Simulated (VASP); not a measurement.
Set up this calculation in VASP 6.6.1, as the native input.

```
Task                   : single point
Functional             : PBEsol
Dispersion             : D3(BJ)
Potentials or basis    : VASP PAW PBE potentials, release 64 (Ca_sv, O)
Cutoff                 : 520 eV
k mesh                 : 10 × 10 × 10
Occupations            : fermi-dirac, width 0.05 eV
Spin                   : no spin polarisation
Dipole correction      : no
Further INCAR settings : ALGO = Normal; EDIFF = 1e-06; NBANDS = 15
```

The structure of CaO lies in POSCAR:

```
CaO
1.0
    0.0000000000      2.4035556960      2.4035556960
    2.4035556960      0.0000000000      2.4035556960
    2.4035556960      2.4035556960      0.0000000000
Ca O
1 1
Direct
    0.0000000000      0.0000000000      0.0000000000
    0.5000000000      0.5000000000      0.5000000000
```

One way to write it, as run:

INCAR

```
SYSTEM = CaO
PREC = Accurate
ENCUT = 520
EDIFF = 1E-6
ISMEAR = -1
SIGMA = 0.05
LREAL = .FALSE.
LASPH = .TRUE.
NELM = 80
ALGO = Normal
ISIF = 2
LWAVE = .FALSE.
LCHARG = .TRUE.
GGA = PS
IVDW = 12
LELF = .TRUE.
LVHAR = .TRUE.
NBANDS = 15
```

KPOINTS

```
regular mesh
0
G
  10 10 10
  0 0 0
```

Potentials or basis: VASP PAW PBE potentials, release 64 (Ca_sv, O).

Run with:

```sh
$ cat potpaw_PBE.64/Ca_sv/POTCAR potpaw_PBE.64/O/POTCAR > POTCAR
$ mpirun -np 1 vasp_std > vasp.out
```

It gave:

- Pressure: -5.3 GPa
- Band gap on the k mesh: 3.53 eV, indirect (least direct gap 3.91 eV)
- Dispersion energy per atom: -0.263 eV

Caveat: the PAW data sets were made with another functional, which shifts forces and pressure a little.

Wall time 18 s on 1 thread of Intel(R) Xeon(R) Platinum 8259CL CPU @ 2.50GHz (Skylake/Cascade Lake), on a shared host, peak memory 0.17 GiB.
